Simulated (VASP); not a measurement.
# PbS (Cmcm) in VASP: a series of runs, part 2 of 2

VASP 6.6.1. Earlier steps stand in the parts before.

**3. Single point, PBEsol**

This run uses another cell than the first one, of 26.66 Å³/atom, 1.437 times its volume.

File INCAR:

```
  PREC = Accurate
  ENCUT = 520
  EDIFF = 1E-7
  ISMEAR = -1
  SIGMA = 0.05
  LREAL = False
  LASPH = True
  NELM = 100
  ALGO = Normal
  ISIF = 2
  LWAVE = False
  LCHARG = False
  GGA = PS
  NBANDS = 28
```

File KPOINTS:

```
regular mesh
0
Gamma
  5 5 4
```

File POSCAR:

```
PbS
1.0
    2.0799526950     -5.9912968650      0.0000000000
    2.0799526950      5.9912968650      0.0000000000
    0.0000000000      0.0000000000      4.2793209400
Pb S
2 2
Direct
    0.1305633500      0.8694366500      0.2500000000
    0.8694366500      0.1305633500      0.7500000000
    0.3547970900      0.6452029100      0.2500000000
    0.6452029100      0.3547970900      0.7500000000
```

Potentials or basis: VASP PAW PBE potentials, release 64 (Pb_d, S).

Run with:

```console
cat potpaw_PBE.64/Pb_d/POTCAR potpaw_PBE.64/S/POTCAR > POTCAR
mpirun -np 1 vasp_std > vasp.out
```

OUTCAR:

```text
PREC = Accurate
   ENCUT = 520
   EDIFF = 1E-7
   ISMEAR = -1
   LREAL = False
   LASPH = True
   NELM = 100
   ISIF = 2
   GGA = PS

 ion  position               nearest neighbor table
   1  0.131  0.869  0.250-   3 2.69   4 2.99   4 2.99   4 2.99   4 2.99   2 3.79   2 3.79   2 4.13
                             2 4.13   2 4.13   2 4.13
   2  0.869  0.131  0.750-   4 2.69   3 2.99   3 2.99   3 2.99   3 2.99   1 3.79   1 3.79   1 4.13
                             1 4.13   1 4.13   1 4.13
   3  0.355  0.645  0.250-   1 2.69   2 2.99   2 2.99   2 2.99   2 2.99
[... 949 lines left out ...]
  --------------------------------------------------------------------------------------
  -------------------------------------------------------------------------------------
  Total       -1.3301262     -1.0927482     -1.4555020      0.0000000      0.0000000      0.0000000
  in kB      -19.9813253    -16.4154030    -21.8647356      0.0000000      0.0000000      0.0000000
  external PRESSURE =     -19.4204880 kB  Pullay stress =       0.0000000 kB

 VOLUME and BASIS-vectors are now :
 -----------------------------------------------------------------------------
  energy-cutoff  :      520.00
  volume of cell :      106.65
      direct lattice vectors                 reciprocal lattice vectors
     2.079952695 -5.991296865  0.000000000     0.240390083 -0.083454386  0.000000000
     2.079952695  5.991296865  0.000000000     0.240390083  0.083454386  0.000000000
     0.000000000  0.000000000  4.279320940     0.000000000  0.000000000  0.233681936

 POSITION                                       TOTAL-FORCE (eV/Angst)
 -----------------------------------------------------------------------------------
      2.07995      4.42681      1.06983         0.000000     -0.041941     -0.000000
      2.07995     -4.42681      3.20949         0.000000      0.041941      0.000000
      2.07995      1.73991      1.06983         0.000000      0.007383     -0.000000
      2.07995     -1.73991      3.20949         0.000000     -0.007383     -0.000000
 -----------------------------------------------------------------------------------
    total drift:                               -0.000000     -0.000000      0.000000

  FREE ENERGIE OF THE ION-ELECTRON SYSTEM (eV)
  ---------------------------------------------------
  free  energy   TOTEN  =       -18.7532626170 eV

  energy  without entropy=      -18.7532620188  energy(sigma->0) =      -18.75326232
```

OSZICAR:

```text
N       E                     dE             d eps       ncg     rms          rms(c)
DAV:   1     0.414862992473E+03    0.41486E+03   -0.18792E+04  1512   0.154E+03
DAV:   2     0.275093981731E+02   -0.38735E+03   -0.37542E+03  1528   0.403E+02
DAV:   3    -0.174484094754E+02   -0.44958E+02   -0.43640E+02  1992   0.154E+02
DAV:   4    -0.195362041935E+02   -0.20878E+01   -0.20802E+01  1828   0.343E+01
DAV:   5    -0.196157942361E+02   -0.79590E-01   -0.79582E-01  2004   0.705E+00    0.614E+00
DAV:   6    -0.187549806326E+02    0.86081E+00   -0.21511E+00  2104   0.100E+01    0.391E+00
DAV:   7    -0.187571085160E+02   -0.21279E-02   -0.39104E-01  1772   0.269E+00    0.235E+00
DAV:   8    -0.187573642984E+02   -0.25578E-03   -0.64065E-02  2220   0.192E+00    0.600E-01
DAV:   9    -0.187530483576E+02    0.43159E-02   -0.18434E-02  2108   0.995E-01    0.987E-02
DAV:  10    -0.187532398760E+02   -0.19152E-03   -0.13144E-03  1720   0.200E-01    0.431E-02
DAV:  11    -0.187532662482E+02   -0.26372E-04   -0.89761E-05  2256   0.637E-02    0.210E-02
DAV:  12    -0.187532640892E+02    0.21591E-05   -0.15448E-05  2204   0.217E-02    0.136E-02
DAV:  13    -0.187532632116E+02    0.87762E-06   -0.21190E-06  2048   0.107E-02    0.769E-03
DAV:  14    -0.187532628718E+02    0.33981E-06   -0.35032E-07  1412   0.375E-03    0.228E-03
DAV:  15    -0.187532626538E+02    0.21791E-06   -0.11979E-07   952   0.262E-03    0.848E-04
DAV:  16    -0.187532626170E+02    0.36807E-07   -0.68597E-08   912   0.178E-03
   1 F= -.18753263E+02 E0= -.18753262E+02  d E =-.598259E-06
```

Run time: 4.3 min. Hardware: 1 thread of AMD EPYC 7R13, shared host; peak memory 0.26 GiB.

Results:

- Free energy: -18.7533 eV
- Pressure: -1.9 GPa
- Largest force: 0.042 eV/Å
- Band gap on the k mesh: 1.20 eV, direct

Forces in eV/Å, atoms in the order of the input:
```
Pb   0.000 -0.042  0.000
Pb   0.000  0.042  0.000
S    0.000  0.007  0.000
S    0.000 -0.007  0.000
```

Stress tensor (GPa, compression positive):
```
-2.00  0.00  0.00
 0.00 -1.64  0.00
 0.00  0.00 -2.19
```

Levels at points of the mesh, in eV from the valence-band top:
```tsv
k point	band 17	band 18	band 19	band 20	band 21	band 22	band 23	band 24
(0.00, 0.00, 0.00)	-2.34	-1.60	-1.42	-0.43	4.66	4.66	4.88	5.59
(0.00, 0.00, 0.50)	-1.06	-1.06	-0.07	-0.07	1.79	1.79	2.78	2.78
```

Caveat: the PAW data sets were made with another functional, which shifts forces and pressure a little; spin-orbit coupling is left out, which moves the levels of the heavy elements.

**4. Single point, PBE (volume scaled by 1.04)**

File INCAR:

```
SYSTEM = PbS
PREC = Accurate
ENCUT = 520
EDIFF = 1E-6
ISMEAR = -1
SIGMA = 0.05
LREAL = .FALSE.
LASPH = .TRUE.
NELM = 100
ALGO = Normal
ISIF = 2
LWAVE = .FALSE.
LCHARG = .FALSE.
GGA = PE
NBANDS = 28
```

File KPOINTS:

```
regular mesh
0
G
  7 7 6
  0 0 0
```

File POSCAR:

```
PbS
1.0
    2.1073236324     -6.0701387599      0.0000000000
    2.1073236324      6.0701387599      0.0000000000
    0.0000000000      0.0000000000      4.3356342523
Pb S
2 2
Direct
    0.1305633500      0.8694366500      0.2500000000
    0.8694366500      0.1305633500      0.7500000000
    0.3547970900      0.6452029100      0.2500000000
    0.6452029100      0.3547970900      0.7500000000
```

Run with:

```console
cat potpaw_PBE.64/Pb_d/POTCAR potpaw_PBE.64/S/POTCAR > POTCAR
mpirun -np 1 vasp_std > vasp.out
```

It took 3.5 min on 1 thread of AMD EPYC 7R13 (Zen 3), shared host; peak memory 0.31 GiB.

The run converged. Its results:

```
Free energy            : -17.3776 eV
Pressure               : -1.0 GPa
Largest force          : 0.160 eV/Å
Band gap on the k mesh : 1.32 eV, indirect (least direct gap 1.42 eV)
```

Forces on the atoms (eV/Å):
```
Pb   0.000 -0.160  0.000
Pb   0.000  0.160  0.000
S    0.000  0.039  0.000
S    0.000 -0.039  0.000
```

Stress tensor (GPa, compression positive):
```
-1.12  0.00  0.00
 0.00 -0.68  0.00
 0.00  0.00 -1.17
```

Levels at points of the mesh, in eV from the valence-band top:
```
           k point  band 18  band 19  band 20  band 21  band 22  band 23
(0.00, 0.00, 0.00)    -1.41    -1.25    -0.35     4.64     4.88     4.90
(0.00, 0.00, 0.50)    -0.91    -0.03    -0.03     1.93     1.93     2.90
```

Caveat: the cell differs from its parent crystal (volume scaled by 1.04); spin-orbit coupling is left out, which moves the levels of the heavy elements.

**5. Single point, PBE+D3(BJ)**

This run uses another cell than the first one, of 25.52 Å³/atom, 1.376 times its volume.

File INCAR:

```
  PREC = Accurate
  ENCUT = 520
  EDIFF = 1E-7
  ISMEAR = -1
  SIGMA = 0.05
  LREAL = F
  LASPH = T
  NELM = 80
  ALGO = Normal
  ISIF = 2
  LWAVE = F
  LCHARG = T
  GGA = PE
  IVDW = 12
  LELF = T
  LVHAR = T
  NBANDS = 28
```

File KPOINTS:

```
Automatic mesh
0
Gamma
  7 7 6
```

File POSCAR:

```
PbS
1.0
    2.0554674352     -5.8175241914      0.0000000000
    2.0554674352      5.8175241914      0.0000000000
    0.0000000000      0.0000000000      4.2681147358
Pb S
2 2
Direct
    0.1269186643      0.8730813357      0.2500000000
    0.8730813357      0.1269186643      0.7500000000
    0.3593448201      0.6406551799      0.2500000000
    0.6406551799      0.3593448201      0.7500000000
```

Run with:

```console
cat potpaw_PBE.64/Pb_d/POTCAR potpaw_PBE.64/S/POTCAR > POTCAR
mpirun -np 1 vasp_std > vasp.out
```

It took 3 min on 1 thread of Intel Xeon Platinum 8375C at 2.90GHz (Ice Lake), shared host; peak memory 0.35 GiB.

It converged, with:

| Item | Value |
| --- | --- |
| Free energy | -18.7670 eV |
| Pressure | -0.1 GPa |
| Largest force | 0.005 eV/Å |
| Band gap on the k mesh | 1.22 eV, indirect (least direct gap 1.32 eV) |
| Dispersion energy per atom | -0.357 eV |

Forces in eV/Å, atoms in the order of the input:
```
Pb   0.000 -0.005  0.000
Pb   0.000  0.005  0.000
S    0.000 -0.002  0.000
S    0.000  0.002  0.000
```

Levels at points of the mesh, in eV from the valence-band top:
| k point | band 18 | band 19 | band 20 | band 21 | band 22 | band 23 |
| --- | --- | --- | --- | --- | --- | --- |
| (0.00, 0.00, 0.00) | -1.77 | -1.53 | -0.58 | 4.61 | 4.74 | 5.01 |
| (0.00, 0.00, 0.50) | -1.11 | -0.01 | -0.01 | 1.81 | 1.81 | 2.78 |

Caveat: spin-orbit coupling is left out, which moves the levels of the heavy elements. A k mesh can miss the band edges.

**6. Overview**

| level | cell | k mesh | gap on the mesh (eV) | pressure (GPa) | largest force (eV/Å) |
| --- | --- | --- | --- | --- | --- |
| PBEsol | a = 5.373, b = 5.373, c = 4.024 Å, angles 90.0, 90.0, 140.3°, 4 atoms | 7 × 7 × 6 | none | 29.9 | - |
| PBEsol | a = 6.342, b = 6.342, c = 4.279 Å, angles 90.0, 90.0, 141.7°, 4 atoms | 5 × 5 × 4 | 1.20 | -1.9 | 0.04 |
| PBE | a = 6.426, b = 6.426, c = 4.336 Å, angles 90.0, 90.0, 141.7°, 4 atoms | 7 × 7 × 6 | 1.32 | -1.0 | 0.16 |
| PBE+D3(BJ) | a = 6.170, b = 6.170, c = 4.268 Å, angles 90.0, 90.0, 141.1°, 4 atoms | 7 × 7 × 6 | 1.22 | -0.1 | - |

Alike in all rows: task single point; potentials or basis VASP PAW PBE potentials, release 64 (Pb_d, S); no spin polarisation; cutoff (eV) 520; smearing fermi-dirac 0.05 eV.

Caveats: spin-orbit coupling is left out, which moves the levels of the heavy elements; the PAW data sets were made with another functional, which shifts forces and pressure a little (some runs).

Absolute energies hang on the potentials; compare differences alone.
